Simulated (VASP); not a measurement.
# WSe2 in VASP: single point with PBE+D3(BJ)

Aim: the single point of WSe2 with PBE+D3(BJ).

All numbers are computed with VASP 6.6.1; they aren't measurements. Logs are shortened: lines on timing, memory, paths and dates and some standing lists are left out, and cuts for length are marked.

## Step 1: The cell of the first run

The cell holds a slab with vacuum, 6 atoms: a = 3.285 Å, b = 3.285 Å, c = 24.239 Å, α = 90.00°, β = 90.00°, γ = 120.00°.

## Step 2: Single point, PBE+D3(BJ)

INCAR reads:

```
SYSTEM = WSe2
PREC = Accurate
ENCUT = 520
EDIFF = 1E-6
ISMEAR = 0
SIGMA = 0.05
LREAL = .False.
LASPH = .True.
NELM = 80
ALGO = Normal
ISIF = 2
LWAVE = .False.
LCHARG = .False.
LDIPOL = .True.
IDIPOL = 3
DIPOL = 0.5 0.5 0.401
GGA = PE
IVDW = 12
NBANDS = 35
```

KPOINTS reads:

```
Automatic mesh
0
Gamma
  9 9 1
  0 0 0
```

POSCAR reads:

```
WSe2
1.0
    3.2854929596      0.0000000000      0.0000000000
   -1.6427464798      2.8453203669      0.0000000000
    0.0000000000      0.0000000000     24.2386467078
Se W
4 2
Direct
    0.3333333333      0.6666666667      0.1856539292
    0.3333333333      0.6666666667      0.3246601780
    0.5000000000      1.0000000000      0.4777215285
    0.5000000000      1.0000000000      0.6167277773
    0.6666666667      0.3333333333      0.2551570536
    0.8333333333      0.6666666667      0.5472246529
```

Potentials or basis: VASP PAW PBE potentials, release 64 (Se, W_sv).

The run is started by

```bash
$ cat potpaw_PBE.64/Se/POTCAR potpaw_PBE.64/W_sv/POTCAR > POTCAR
$ mpirun -np 1 vasp_std > vasp.out
```

OUTCAR:

```text
SYSTEM = WSe2
   PREC = Accurate
   ENCUT = 520
   EDIFF = 1E-6
   ISMEAR = 0
   LREAL = .False.
   LASPH = .True.
   NELM = 80
   ISIF = 2
   GGA = PE
   IVDW = 12
 IVDW          = 12

 ion  position               nearest neighbor table
   1  0.333  0.667  0.186-   5 2.54   5 2.54   5 2.54
   2  0.333  0.667  0.325-   5 2.54   5 2.54   5 2.54
   3  0.500  0.000  0.478-   6 2.54   6 2.54   6 2.54
   4  0.500  0.000  0.617-   6 2.54   6 2.54   6 2.54
   5  0.667  0.333  0.255-   1 2.54   2 2.54   1 2.54   2 2.54   1 2.54   2 2.54
   6  0.833  0.667  0.547-   3 2.54   4 2.54   3 2.54   4 2.54   3 2.54   4 2.54

  LATTYP: Found a hexagonal cell.
 ALAT       =     3.2854929596
 C/A-ratio  =     7.3774763805

  Lattice vectors:

 A1 = (   3.2854929596,   0.0000000000,   0.0000000000)
 A2 = (  -1.6427464798,   2.8453203669,   0.0000000000)
 A3 = (   0.0000000000,   0.0000000000,  24.2386467078)

Analysis of symmetry for initial positions (statically):
=====================================================================
 Subroutine PRICEL returns:
 Original cell was already a primitive cell.

 Routine SETGRP: Setting up the symmetry group for a
 hexagonal supercell.

 Subroutine GETGRP returns: Found  2 space group operations
 (whereof  2 operations were pure point group operations)
 out of a pool of 24 trial point group operations.

The static configuration has the point symmetry C_1h.

Analysis of symmetry for dynamics (positions and initial velocities):
=====================================================================
 Subroutine PRICEL returns:
 Original cell was already a primitive cell.

 Routine SETGRP: Setting up the symmetry group for a
 hexagonal supercell.

 Subroutine GETGRP returns: Found  2 space group operations
 (whereof  2 operations were pure point group operations)
 out of a pool of 24 trial point group operations.

The dynamic configuration has the point symmetry C_1h.

 Subroutine INISYM returns: Found  2 space group operations
 (whereof  2 operations are pure point group operations),
 and found     1 'primitive' translations

----------------------------------------------------------------------------------------

                                     Primitive cell

  volume of cell :     226.5897

  direct lattice vectors                    reciprocal lattice vectors
     3.285492960  0.000000000  0.000000000     0.304368328  0.175727136  0.000000000
    -1.642746480  2.845320367  0.000000000     0.000000000  0.351454273  0.000000000
     0.000000000  0.000000000 24.238646708     0.000000000  0.000000000  0.041256429

  length of vectors
     3.285492960  3.285492960 24.238646708     0.351454273  0.351454273  0.041256429

  position of ions in fractional coordinates (direct lattice)
     0.333333333  0.666666667  0.185653929
     0.333333333  0.666666667  0.324660178
     0.500000000  0.000000000  0.477721528
     0.500000000  0.000000000  0.616727777
     0.666666667  0.333333333  0.255157054
     0.833333333  0.666666667  0.547224653

  ion indices of the primitive-cell ions
   primitive index   ion index
                 1           1
                 2           2
                 3           3
                 4           4
                 5           5
                 6           6

----------------------------------------------------------------------------------------

 KPOINTS: Automatic mesh

Automatic generation of k-mesh.
 Grid dimensions read from file:
 generate k-points for:    9    9    1

 Generating k-lattice:

  Cartesian coordinates                     Fractional coordinates (reciprocal lattice)
     0.033818703  0.019525237  0.000000000     0.111111111 -0.000000000  0.000000000
     0.000000000  0.039050475  0.000000000     0.000000000  0.111111111  0.000000000
     0.000000000  0.000000000  0.041256429     0.000000000  0.000000000  1.000000000

  Length of vectors
     0.039050475  0.039050475  0.041256429

  Shift w.r.t. Gamma in fractional coordinates (k-lattice)
     0.000000000  0.000000000  0.000000000

 Subroutine IBZKPT returns following result:
 ===========================================

 Found     25 irreducible k-points:

 Following reciprocal coordinates:
            Coordinates               Weight
  0.000000  0.000000  0.000000      1.000000
  0.111111 -0.000000  0.000000      4.000000
  0.000000  0.111111  0.000000      2.000000
  0.222222 -0.000000  0.000000      4.000000
  0.000000  0.222222  0.000000      2.000000
  0.333333  0.000000  0.000000      4.000000
[... 16 lines left out ...]
 -0.222222 -0.444444  0.000000      4.000000
  0.444444  0.333333  0.000000      4.000000
   k-points           NKPTS =     25   k-points in BZ     NKDIM =     25   number of bands    NBANDS=     35
   number of dos      NEDOS =    301   number of ions     NIONS =      6
   total plane-waves  NPLWV = 103680
   dimension x,y,z NGX =    24 NGY =   24 NGZ =  180
   dimension x,y,z NGXF=    48 NGYF=   48 NGZF=  360
   ions per type =               4   2
   NGX,Y,Z   is equivalent  to a cutoff of  12.14, 12.14, 12.35 a.u.
   NGXF,Y,Z  is equivalent  to a cutoff of  24.29, 24.29, 24.69 a.u.
 SYSTEM =  WSe2
   PREC   = accura    normal or accurate (medium, high low for compatibility)
   ISTART =      0    job   : 0-new  1-cont  2-samecut
   ICHARG =      2    charge: 1-file 2-atom 10-const
   ISPIN  =      1    spin polarized calculation?
   LNONCOLLINEAR =      F non collinear calculations
   LSORBIT =      F    spin-orbit coupling
   LASPH  =      T    aspherical Exc in radial PAW
   ENCUT  =  520.0 eV  38.22 Ry    6.18 a.u.   6.11  6.11 45.07*2*pi/ulx,y,z
   NELM   =     80;   NELMIN=  2; NELMDL= -5     # of ELM steps
   EDIFF  = 0.1E-05   stopping-criterion for ELM
   LREAL  =      F    real-space projection
   EDIFFG = 0.1E-04   stopping-criterion for IOM
   NSW    =      0    number of steps for IOM
   IBRION =     -1    ionic relax: 0-MD 1-quasi-New 2-CG
   NFREE  =      0    steps in history (QN), initial steepest desc. (CG)
   ISIF   =      2    stress and relaxation
   ISYM   =      2    0-nonsym 1-usesym 2-fastsym
   POTIM  = 0.5000    time-step for ionic-motion
   TEBEG  =    0.0;   TEEND  =   0.0 temperature during run
   PSTRESS=    0.0 pullay stress
   NELECT =      52.0000    total number of electrons
   NUPDOWN=      -1.0000    fix difference up-down
   EMIN   =  10.00;   EMAX   =-10.00  energy-range for DOS
   EFERMI =   0.00;   METHOD = LEGACY
   ISMEAR =     0;   SIGMA  =   0.05  broadening in eV -4-tet -1-fermi 0-gaus
   EFERMI_NEDOS =   21; number of points for ismear=-14 and -15
   IALGO  =     38    algorithm
   IMIX   =      4    mixing-type and parameters
     AMIX     =   0.40;   BMIX     =  1.00
     AMIX_MAG =   1.60;   BMIX_MAG =  1.00
  volume/ion in A,a.u.               =      37.76       254.85
  Fermi-wavevector in a.u.,A,eV,Ry     =   1.002296  1.894064 13.668371  1.004597
  Thomas-Fermi vector in A             =   2.134774
   LORBIT       =      0    0 simple, 1 ext, 2 COOP (PROOUT), +10 PAW based schemes
   GGA     = PE    functional components
   LHFCALC =     F    Hartree Fock is set to
   AEXX    =    0.0000 exact exchange contribution
   IVDW    =    12    specifies the selected vdW correction
   LEPSILON=     F    determine dielectric tensor
   LRPA    =     F    only Hartree local field effects (RPA)
 non-spin polarized calculation
 Gauss-broadening in eV      SIGMA  =   0.05
  energy-cutoff  :      520.00
  volume of cell :      226.59
 maximum number of plane-waves:      6144
   NGX = 13   NGY = 13   NGZ = 91

 dipolmoment           0.000000      0.000000     -0.000055 electrons x Angstroem

 number of electron      51.9999987 magnetization

 dipolmoment           0.000000      0.000000      0.000274 electrons x Angstroem

 Free energy of the ion-electron system (eV)
  ---------------------------------------------------
  ext. energy  EPLUGINS =         0.00000000
  ---------------------------------------------------
  free energy    TOTEN  =       -43.20447367 eV

  energy without entropy =      -43.20447367  energy(sigma->0) =      -43.20447367

 E-fermi :   1.3285     XC(G=0):  -6.2867

 val. band max:        0.8745987548   @ k =   0.3333   0.3333   0.0000
 cond. band min:       2.4344498043   @ k =  -0.3333   0.2222   0.0000
 fundamental gap:      1.5598510494
 Fermi energy:         1.3285366672

 k-point     1 :       0.0000    0.0000    0.0000
  band No.  band energies     occupation
      1     -73.1822      2.00000
      2     -73.1773      2.00000
      3     -37.4283      2.00000
      4     -37.4233      2.00000
      5     -37.2937      2.00000
      6     -37.2933      2.00000
[... 27 lines left out ...]
     34       4.0196      0.00000
     35       5.1762      0.00000

 k-point     2 :       0.1111   -0.0000    0.0000
  band No.  band energies     occupation
      1     -73.1810      2.00000
      2     -73.1761      2.00000
      3     -37.4230      2.00000
      4     -37.4180      2.00000
      5     -37.3212      2.00000
      6     -37.3166      2.00000
[... 27 lines left out ...]
     34       4.1536      0.00000
     35       5.5988      0.00000

 k-point     3 :       0.0000    0.1111    0.0000
  band No.  band energies     occupation
      1     -73.1810      2.00000
      2     -73.1761      2.00000
      3     -37.4230      2.00000
      4     -37.4180      2.00000
      5     -37.3215      2.00000
      6     -37.3164      2.00000
[... 27 lines left out ...]
     34       4.1661      0.00000
     35       5.6000      0.00000

 k-point     4 :       0.2222   -0.0000    0.0000
  band No.  band energies     occupation
      1     -73.1779      2.00000
      2     -73.1730      2.00000
      3     -37.4097      2.00000
      4     -37.4047      2.00000
      5     -37.3909      2.00000
      6     -37.3862      2.00000
[... 27 lines left out ...]
     34       4.7071      0.00000
     35       6.2585      0.00000

 k-point     5 :       0.0000    0.2222    0.0000
  band No.  band energies     occupation
      1     -73.1779      2.00000
      2     -73.1730      2.00000
      3     -37.4097      2.00000
      4     -37.4047      2.00000
      5     -37.3912      2.00000
      6     -37.3860      2.00000
[... 638 lines left out ...]
 k-point    22 :       0.3333    0.2222    0.0000
  band No.  band energies     occupation
      1     -73.1711      2.00000
      2     -73.1662      2.00000
      3     -37.4919      2.00000
      4     -37.4871      2.00000
      5     -37.4036      2.00000
      6     -37.3988      2.00000
[... 27 lines left out ...]
     34       5.6375      0.00000
     35       6.1774      0.00000

 k-point    23 :      -0.2222   -0.4444    0.0000
  band No.  band energies     occupation
      1     -73.1711      2.00000
      2     -73.1662      2.00000
      3     -37.4921      2.00000
      4     -37.4870      2.00000
      5     -37.4034      2.00000
      6     -37.3989      2.00000
[... 27 lines left out ...]
     34       5.5912      0.00000
     35       6.2687      0.00000

 k-point    24 :       0.4444    0.3333    0.0000
  band No.  band energies     occupation
      1     -73.1711      2.00000
      2     -73.1662      2.00000
      3     -37.4917      2.00000
      4     -37.4872      2.00000
      5     -37.4038      2.00000
      6     -37.3987      2.00000
[... 27 lines left out ...]
     34       5.6430      0.00000
     35       6.1743      0.00000

 [... further k-points ...]

------------------------ aborting loop because EDIFF is reached ----------------------------------------

 vacuum level on the upper side and lower side of the slab       (xc-potential included)        -0.154        -0.159

 Edisp (eV)   -2.28541

 E8    (eV) :    -1.0507

  FORCE on cell =-STRESS in cart. coord.  units (eV):
  Direction    XX          YY          ZZ          XY          YZ          ZX
  --------------------------------------------------------------------------------------
  -------------------------------------------------------------------------------------
  Total      -0.01280     0.02637    -0.21277     0.00000     0.13707     0.00000
  in kB      -0.09051     0.18643    -1.50444     0.00000     0.96923     0.00000
  external pressure =       -0.47 kB  Pullay stress =        0.00 kB

 VOLUME and BASIS-vectors are now :
 -----------------------------------------------------------------------------
  energy-cutoff  :      520.00
  volume of cell :      226.59
      direct lattice vectors                 reciprocal lattice vectors
     3.285492960  0.000000000  0.000000000     0.304368328  0.175727136  0.000000000
    -1.642746480  2.845320367  0.000000000     0.000000000  0.351454273  0.000000000
     0.000000000  0.000000000 24.238646708     0.000000000  0.000000000  0.041256429

 POSITION                                       TOTAL-FORCE (eV/Angst)
 -----------------------------------------------------------------------------------
     -0.00000      1.89688      4.50000        -0.000000      0.000983     -0.039583
     -0.00000      1.89688      7.86932         0.000000     -0.025652      0.101560
      1.64275      0.00000     11.57932         0.000000      0.024028     -0.100280
      1.64275      0.00000     14.94865        -0.000000      0.000119      0.040249
      1.64275      0.94844      6.18466        -0.000000     -0.006637      0.027877
      1.64275      1.89688     13.26399        -0.000000      0.007159     -0.029822
 -----------------------------------------------------------------------------------
    total drift:                               -0.000000      0.000143     -0.000277

  FREE ENERGIE OF THE ION-ELECTRON SYSTEM (eV)
  ---------------------------------------------------
  free  energy   TOTEN  =       -45.4898799689 eV

  energy  without entropy=      -45.4898799689  energy(sigma->0) =      -45.48987997

 vacuum level on the upper side and lower side of the slab         5.808         5.804
```

Wall time 1.9 min (1 thread of Intel Xeon 6975P-C (Granite Rapids), shared host); peak memory 0.42 GiB.

Results:

* Free energy: -45.4899 eV
* Largest force: 0.105 eV/Å
* Band gap on the k mesh: 1.56 eV, indirect (least direct gap 1.65 eV)
* Dispersion energy per atom: -0.381 eV

Forces in eV/Å, atoms in the order of the input:
```
Se   0.000  0.001 -0.040
Se   0.000 -0.026  0.102
Se   0.000  0.024 -0.100
Se   0.000  0.000  0.040
W    0.000 -0.007  0.028
W    0.000  0.007 -0.030
```

Caveat: spin-orbit coupling is left out, which moves the levels of the heavy elements.
